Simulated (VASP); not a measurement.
# SrLiH3 (Pm-3m) in VASP: a series of runs

Runs on SrLiH3. Level: PBEsol. Tasks: single point.

Program: VASP 6.6.1. These are calculated values, not measurements. Logs are shortened: lines on timing, memory, paths and dates and some standing lists are left out, and cuts for length are marked.

## (1) The cell of the first run

The structure is cubic, space group Pm-3m (No. 221). Conventional cell: a = 4.631 Å, b = 4.631 Å, c = 4.631 Å, α = 90.00°, β = 90.00°, γ = 90.00°. Within 4.3 Å of Li (site symmetry m-3m) lie 12 H at 3.27 Å and 8 Sr at 4.01 Å. Within 3.1 Å of Sr (site symmetry m-3m) lie 6 H at 2.32 Å. H (site symmetry 4/mmm) has 2 Sr at 2.32 Å within 3.1 Å.

## (2) Single point, PBEsol

Input file INCAR:

```
SYSTEM = SrLiH3
PREC     = Accurate       ! precision mode
ENCUT    = 520            ! plane-wave cutoff, eV
EDIFF    = 1E-6           ! SCF threshold, eV
ISMEAR   = 0              ! smearing method
SIGMA    = 0.01           ! smearing width, eV
LREAL    = .FALSE.        ! projectors in reciprocal space
LASPH    = .TRUE.         ! aspherical terms in the spheres
NELM     = 100            ! most SCF steps
ALGO     = Normal         ! electronic algorithm
ISIF     = 2              ! what is computed and relaxed
LWAVE    = .FALSE.        ! write WAVECAR
LCHARG   = .FALSE.        ! write CHGCAR
GGA      = PS             ! functional
NBANDS   = 16             ! bands
```

Input file KPOINTS:

```
Automatic mesh
0
G
  2 2 2
  0 0 0
```

Input file POSCAR:

```
SrLiH3
1.0
    4.6307910000      0.0000000000      0.0000000000
    0.0000000000      4.6307910000      0.0000000000
    0.0000000000      0.0000000000      4.6307910000
Li Sr H
1 1 3
Direct
    0.0000000000      0.0000000000      0.0000000000
    0.5000000000      0.5000000000      0.5000000000
    0.0000000000      0.5000000000      0.5000000000
    0.5000000000      0.0000000000      0.5000000000
    0.5000000000      0.5000000000      0.0000000000
```

Potentials or basis: VASP PAW PBE potentials, release 64 (Li_sv, Sr_sv, H).

Launch:

```console
$ cat potpaw_PBE.64/Li_sv/POTCAR potpaw_PBE.64/Sr_sv/POTCAR potpaw_PBE.64/H/POTCAR > POTCAR
$ mpirun -np 1 vasp_std > vasp.out
```

OUTCAR:

```text
SYSTEM = SrLiH3
   PREC = Accurate
   ENCUT = 520
   EDIFF = 1E-6
   ISMEAR = 0
   LREAL = .FALSE.
   LASPH = .TRUE.
   NELM = 100
   ISIF = 2
   GGA = PS

 ion  position               nearest neighbor table
   1  0.000  0.000  0.000-
   2  0.500  0.500  0.500-   3 2.32   4 2.32   5 2.32   5 2.32   4 2.32   3 2.32
   3  0.000  0.500  0.500-   2 2.32   2 2.32
   4  0.500  0.000  0.500-   2 2.32   2 2.32
   5  0.500  0.500  0.000-   2 2.32   2 2.32

  LATTYP: Found a simple cubic cell.
 ALAT       =     4.6307910000

  Lattice vectors:

 A1 = (   4.6307910000,   0.0000000000,   0.0000000000)
 A2 = (   0.0000000000,   4.6307910000,   0.0000000000)
 A3 = (   0.0000000000,   0.0000000000,   4.6307910000)

Analysis of symmetry for initial positions (statically):
=====================================================================
 Subroutine PRICEL returns:
 Original cell was already a primitive cell.

 Routine SETGRP: Setting up the symmetry group for a
 simple cubic supercell.

 Subroutine GETGRP returns: Found 48 space group operations
 (whereof 48 operations were pure point group operations)
 out of a pool of 48 trial point group operations.

The static configuration has the point symmetry O_h .

Analysis of symmetry for dynamics (positions and initial velocities):
=====================================================================
 Subroutine PRICEL returns:
 Original cell was already a primitive cell.

 Routine SETGRP: Setting up the symmetry group for a
 simple cubic supercell.

 Subroutine GETGRP returns: Found 48 space group operations
 (whereof 48 operations were pure point group operations)
 out of a pool of 48 trial point group operations.

The dynamic configuration has the point symmetry O_h .

 Subroutine INISYM returns: Found 48 space group operations
 (whereof 48 operations are pure point group operations),
 and found     1 'primitive' translations

----------------------------------------------------------------------------------------

                                     Primitive cell

  volume of cell :      99.3037

  direct lattice vectors                    reciprocal lattice vectors
     4.630791000  0.000000000  0.000000000     0.215945829  0.000000000  0.000000000
     0.000000000  4.630791000  0.000000000     0.000000000  0.215945829  0.000000000
     0.000000000  0.000000000  4.630791000     0.000000000  0.000000000  0.215945829

  length of vectors
     4.630791000  4.630791000  4.630791000     0.215945829  0.215945829  0.215945829

  position of ions in fractional coordinates (direct lattice)
     0.000000000  0.000000000  0.000000000
     0.500000000  0.500000000  0.500000000
     0.000000000  0.500000000  0.500000000
     0.500000000  0.000000000  0.500000000
     0.500000000  0.500000000  0.000000000

  ion indices of the primitive-cell ions
   primitive index   ion index
                 1           1
                 2           2
                 3           3
                 4           4
                 5           5

----------------------------------------------------------------------------------------

 KPOINTS: Automatic mesh

Automatic generation of k-mesh.
 Grid dimensions read from file:
 generate k-points for:    2    2    2

 Generating k-lattice:

  Cartesian coordinates                     Fractional coordinates (reciprocal lattice)
     0.107972914  0.000000000  0.000000000     0.500000000  0.000000000  0.000000000
     0.000000000  0.107972914  0.000000000     0.000000000  0.500000000  0.000000000
     0.000000000  0.000000000  0.107972914     0.000000000  0.000000000  0.500000000

  Length of vectors
     0.107972914  0.107972914  0.107972914

  Shift w.r.t. Gamma in fractional coordinates (k-lattice)
     0.000000000  0.000000000  0.000000000

 Subroutine IBZKPT returns following result:
 ===========================================

 Found      4 irreducible k-points:

 Following reciprocal coordinates:
            Coordinates               Weight
  0.000000  0.000000  0.000000      1.000000
  0.500000  0.000000  0.000000      3.000000
  0.500000  0.500000  0.000000      3.000000
  0.500000  0.500000  0.500000      1.000000
   k-points           NKPTS =      4   k-points in BZ     NKDIM =      4   number of bands    NBANDS=     16
   number of dos      NEDOS =    301   number of ions     NIONS =      5
   total plane-waves  NPLWV =  46656
   dimension x,y,z NGX =    36 NGY =   36 NGZ =   36
   dimension x,y,z NGXF=    72 NGYF=   72 NGZF=   72
   ions per type =               1   1   3
   NGX,Y,Z   is equivalent  to a cutoff of  12.92, 12.92, 12.92 a.u.
   NGXF,Y,Z  is equivalent  to a cutoff of  25.85, 25.85, 25.85 a.u.
 SYSTEM =  SrLiH3
   PREC   = accura    normal or accurate (medium, high low for compatibility)
   ISTART =      0    job   : 0-new  1-cont  2-samecut
   ICHARG =      2    charge: 1-file 2-atom 10-const
   ISPIN  =      1    spin polarized calculation?
   LNONCOLLINEAR =      F non collinear calculations
   LSORBIT =      F    spin-orbit coupling
   LASPH  =      T    aspherical Exc in radial PAW
   ENCUT  =  520.0 eV  38.22 Ry    6.18 a.u.   8.61  8.61  8.61*2*pi/ulx,y,z
   NELM   =    100;   NELMIN=  2; NELMDL= -5     # of ELM steps
   EDIFF  = 0.1E-05   stopping-criterion for ELM
   LREAL  =      F    real-space projection
   EDIFFG = 0.1E-04   stopping-criterion for IOM
   NSW    =      0    number of steps for IOM
   IBRION =     -1    ionic relax: 0-MD 1-quasi-New 2-CG
   NFREE  =      0    steps in history (QN), initial steepest desc. (CG)
   ISIF   =      2    stress and relaxation
   ISYM   =      2    0-nonsym 1-usesym 2-fastsym
   POTIM  = 0.5000    time-step for ionic-motion
   TEBEG  =    0.0;   TEEND  =   0.0 temperature during run
   PSTRESS=    0.0 pullay stress
   NELECT =      16.0000    total number of electrons
   NUPDOWN=      -1.0000    fix difference up-down
   EMIN   =  10.00;   EMAX   =-10.00  energy-range for DOS
   EFERMI =   0.00;   METHOD = LEGACY
   ISMEAR =     0;   SIGMA  =   0.01  broadening in eV -4-tet -1-fermi 0-gaus
   EFERMI_NEDOS =   21; number of points for ismear=-14 and -15
   IALGO  =     38    algorithm
   IMIX   =      4    mixing-type and parameters
     AMIX     =   0.40;   BMIX     =  1.00
     AMIX_MAG =   1.60;   BMIX_MAG =  1.00
  volume/ion in A,a.u.               =      19.86       134.03
  Fermi-wavevector in a.u.,A,eV,Ry     =   0.890826  1.683417 10.797193  0.793571
  Thomas-Fermi vector in A             =   2.012567
   LORBIT       =      0    0 simple, 1 ext, 2 COOP (PROOUT), +10 PAW based schemes
   GGA     = PS    functional components
   LHFCALC =     F    Hartree Fock is set to
   AEXX    =    0.0000 exact exchange contribution
   IVDW    =     0    specifies the selected vdW correction
   LEPSILON=     F    determine dielectric tensor
   LRPA    =     F    only Hartree local field effects (RPA)
 non-spin polarized calculation
 Gauss-broadening in eV      SIGMA  =   0.01
  energy-cutoff  :      520.00
  volume of cell :       99.30
 maximum number of plane-waves:      2721
 NGX is ok and might be reduce to    36
   NGX = 17   NGY = 17   NGZ = 17

 number of electron      16.0000001 magnetization

 Free energy of the ion-electron system (eV)
  ---------------------------------------------------
  ext. energy  EPLUGINS =         0.00000000
  ---------------------------------------------------
  free energy    TOTEN  =       -13.67232600 eV

  energy without entropy =      -13.67232600  energy(sigma->0) =      -13.67232600

 E-fermi :  -1.3647     XC(G=0):  -6.9277

 val. band max:       -1.4780466157   @ k =   0.5000   0.5000   0.5000
 cond. band min:       0.2187540653   @ k =   0.5000   0.5000   0.0000
 fundamental gap:      1.6968006810
 Fermi energy:        -1.3647108732

 k-point     1 :       0.0000    0.0000    0.0000
  band No.  band energies     occupation
      1     -48.4004      2.00000
      2     -34.4074      2.00000
      3     -16.4900      2.00000
      4     -16.4900      2.00000
      5     -16.4900      2.00000
      6      -4.6517      2.00000
      7      -2.4302      2.00000
      8      -2.4302      2.00000
      9       3.6357      0.00000
     10       3.6357      0.00000
     11       3.6357      0.00000
     12       3.7448      0.00000
     13       5.2954      0.00000
     14       5.2954      0.00000
     15       5.2954      0.00000
     16       8.1442      0.00000

 k-point     2 :       0.5000    0.0000    0.0000
  band No.  band energies     occupation
      1     -48.4003      2.00000
      2     -34.4046      2.00000
      3     -16.6009      2.00000
      4     -16.4850      2.00000
      5     -16.4850      2.00000
      6      -3.7921      2.00000
      7      -2.3791      2.00000
      8      -2.2898      2.00000
      9       2.4264      0.00000
     10       3.0373      0.00000
     11       3.0373      0.00000
     12       4.5072      0.00000
     13       5.4906      0.00000
     14       5.7788      0.00000
     15       5.9063      0.00000
     16       6.6113      0.00000

 k-point     3 :       0.5000    0.5000    0.0000
  band No.  band energies     occupation
      1     -48.4003      2.00000
      2     -34.4018      2.00000
      3     -16.5941      2.00000
      4     -16.5941      2.00000
      5     -16.4802      2.00000
      6      -2.8801      2.00000
      7      -1.9195      2.00000
      8      -1.9195      2.00000
      9       0.2188      0.00000
     10       3.6158      0.00000
     11       3.6158      0.00000
     12       3.9817      0.00000
     13       3.9817      0.00000
     14       4.8665      0.00000
     15       5.3202      0.00000
     16       5.5193      0.00000

 k-point     4 :       0.5000    0.5000    0.5000
  band No.  band energies     occupation
      1     -48.4002      2.00000
      2     -34.3990      2.00000
      3     -16.5875      2.00000
      4     -16.5875      2.00000
      5     -16.5875      2.00000
      6      -1.4780      2.00000
      7      -1.4780      2.00000
      8      -1.4780      2.00000
      9       0.8206      0.00000
     10       0.8206      0.00000
     11       0.8206      0.00000
     12       2.9447      0.00000
     13       4.7786      0.00000
     14       5.6006      0.00000
     15       5.6006      0.00000
     16       7.6009      0.00000

------------------------ aborting loop because EDIFF is reached ----------------------------------------

  FORCE on cell =-STRESS in cart. coord.  units (eV):
  Direction    XX          YY          ZZ          XY          YZ          ZX
  --------------------------------------------------------------------------------------
  -------------------------------------------------------------------------------------
  Total        0.1503530      0.1503530      0.1503530      0.0000000     -0.0000000      0.0000000
  in kB        2.4258113      2.4258113      2.4258113      0.0000000     -0.0000000      0.0000000
  external PRESSURE =       2.4258113 kB  Pullay stress =       0.0000000 kB

 VOLUME and BASIS-vectors are now :
 -----------------------------------------------------------------------------
  energy-cutoff  :      520.00
  volume of cell :       99.30
      direct lattice vectors                 reciprocal lattice vectors
     4.630791000  0.000000000  0.000000000     0.215945829  0.000000000  0.000000000
     0.000000000  4.630791000  0.000000000     0.000000000  0.215945829  0.000000000
     0.000000000  0.000000000  4.630791000     0.000000000  0.000000000  0.215945829

 POSITION                                       TOTAL-FORCE (eV/Angst)
 -----------------------------------------------------------------------------------
      0.00000      0.00000      0.00000         0.000000      0.000000      0.000000
      2.31540      2.31540      2.31540         0.000000      0.000000      0.000000
      0.00000      2.31540      2.31540         0.000000      0.000000      0.000000
      2.31540      0.00000      2.31540         0.000000      0.000000      0.000000
      2.31540      2.31540      0.00000         0.000000      0.000000      0.000000
 -----------------------------------------------------------------------------------
    total drift:                                0.000000      0.000000      0.000000

  FREE ENERGIE OF THE ION-ELECTRON SYSTEM (eV)
  ---------------------------------------------------
  free  energy   TOTEN  =       -13.6723259988 eV

  energy  without entropy=      -13.6723259988  energy(sigma->0) =      -13.67232600
```

Wall time 7.7 s (1 thread of Intel Xeon Platinum 8488C (Sapphire Rapids), shared host); peak memory 0.2 GiB.

What came out:

| Quantity | Value |
| --- | --- |
| Free energy | -13.6723 eV |
| Band gap on the k mesh | 1.70 eV, indirect (least direct gap 2.14 eV) |

Levels at points of the mesh, in eV from the valence-band top:
| k point | band 5 | band 6 | band 7 | band 8 | band 9 | band 10 | band 11 | band 12 |
| --- | --- | --- | --- | --- | --- | --- | --- | --- |
| (0.00, 0.00, 0.00) | -15.01 | -3.17 | -0.95 | -0.95 | 5.11 | 5.11 | 5.11 | 5.22 |
| (0.50, 0.00, 0.00) | -15.01 | -2.31 | -0.90 | -0.81 | 3.90 | 4.52 | 4.52 | 5.99 |
| (0.50, 0.50, 0.00) | -15.00 | -1.40 | -0.44 | -0.44 | 1.70 | 5.09 | 5.09 | 5.46 |
| (0.50, 0.50, 0.50) | -15.11 | 0.00 | 0.00 | 0.00 | 2.30 | 2.30 | 2.30 | 4.42 |

Caveat: the k points lie up to 0.68 Å⁻¹ apart; the cutoff is under 1.25 times the usual one of these potentials, so pressure, stress and relaxed cells hold a basis-set (Pulay) error; the PAW data sets were made with another functional, which shifts forces and pressure a little. A k mesh can miss the band edges.

## (3) Single point, PBEsol

Input file INCAR:

```
PREC = Accurate ; ENCUT = 520
EDIFF = 1E-6 ; ISMEAR = 0
SIGMA = 0.01 ; LREAL = False
LASPH = True ; NELM = 80
ALGO = Normal ; ISIF = 2
LWAVE = False ; LCHARG = False
GGA = PS ; NBANDS = 16
```

Input file KPOINTS:

```
regular mesh
0
Gamma
  3 3 3
```

POSCAR is that of step 2.

Potentials or basis: VASP PAW PBE potentials, release 64 (Li_sv, Sr_sv, H).

Launch:

```console
$ cat potpaw_PBE.64/Li_sv/POTCAR potpaw_PBE.64/Sr_sv/POTCAR potpaw_PBE.64/H/POTCAR > POTCAR
$ mpirun -np 1 vasp_std > vasp.out
```

Wall time 8.2 s (1 thread of Intel Xeon Platinum 8488C (Sapphire Rapids), shared host); peak memory 0.2 GiB.

It converged, with:

```yaml
Free_energy: -13.8385 eV
Band_gap_on_the_k_mesh: 2.72 eV, indirect (least direct gap 2.89 eV)
```

Levels at points of the mesh, in eV from the valence-band top:
```tsv
k point	band 6	band 7	band 8	band 9	band 10	band 11
(0.00, 0.00, 0.00)	-2.84	-0.62	-0.62	5.44	5.44	5.44
```

Caveat: the k points lie up to 0.45 Å⁻¹ apart; the cutoff is under 1.25 times the usual one of these potentials, so pressure, stress and relaxed cells hold a basis-set (Pulay) error; the PAW data sets were made with another functional, which shifts forces and pressure a little.

## (4) Single point, PBEsol

Input file INCAR:

```
PREC = Accurate
ENCUT = 520
EDIFF = 1E-6
ISMEAR = 0
SIGMA = 0.01
LREAL = F
LASPH = T
NELM = 60
ALGO = Normal
ISIF = 2
LWAVE = F
LCHARG = F
GGA = PS
NBANDS = 16
```

Input file KPOINTS:

```
regular mesh
0
Gamma
  4 4 4
```

POSCAR is that of step 3.

Launch:

```console
$ cat potpaw_PBE.64/Li_sv/POTCAR potpaw_PBE.64/Sr_sv/POTCAR potpaw_PBE.64/H/POTCAR > POTCAR
$ mpirun -np 1 vasp_std > vasp.out
```

Run time: 14 s. Hardware: 1 thread of Intel Xeon Platinum 8488C (Sapphire Rapids), shared host; peak memory 0.21 GiB.

It converged, with:

| Property | Result |
| --- | --- |
| Free energy | -13.8431 eV |
| Band gap on the k mesh | 1.70 eV, indirect (least direct gap 2.14 eV) |

Levels at points of the mesh, in eV from the valence-band top:
| k point | band 4 | band 5 | band 6 | band 7 | band 8 | band 9 | band 10 | band 11 | band 12 | band 13 |
| --- | --- | --- | --- | --- | --- | --- | --- | --- | --- | --- |
| (0.00, 0.00, 0.00) | -14.95 | -14.95 | -3.17 | -0.95 | -0.95 | 5.11 | 5.11 | 5.11 | 5.21 | 6.82 |
| (0.50, 0.00, 0.00) | -14.94 | -14.94 | -2.31 | -0.90 | -0.81 | 3.90 | 4.53 | 4.53 | 6.00 | 7.01 |
| (0.50, 0.50, 0.00) | -15.05 | -14.94 | -1.40 | -0.44 | -0.44 | 1.70 | 5.09 | 5.09 | 5.49 | 5.49 |
| (0.50, 0.50, 0.50) | -15.04 | -15.04 | 0.00 | 0.00 | 0.00 | 2.31 | 2.31 | 2.31 | 4.42 | 6.28 |

Caveat: the cutoff is under 1.25 times the usual one of these potentials, so pressure, stress and relaxed cells hold a basis-set (Pulay) error; the PAW data sets were made with another functional, which shifts forces and pressure a little.

## (5) The runs side by side

| k mesh | gap on the mesh (eV) |
| --- | --- |
| 2 × 2 × 2 | 1.70 |
| 3 × 3 × 3 | 2.72 |
| 4 × 4 × 4 | 1.70 |

Alike in all rows: task single point; level PBEsol; potentials or basis VASP PAW PBE potentials, release 64 (Li_sv, Sr_sv, H); no spin polarisation; cell as given; cutoff (eV) 520; smearing gaussian 0.01 eV.

Caveats: some runs use coarse meshes; the cutoff is under 1.25 times the usual one of these potentials, so pressure, stress and relaxed cells hold a basis-set (Pulay) error; the PAW data sets were made with another functional, which shifts forces and pressure a little.

Total energies depend on the potentials used, so only differences within one code and one set of settings carry meaning.
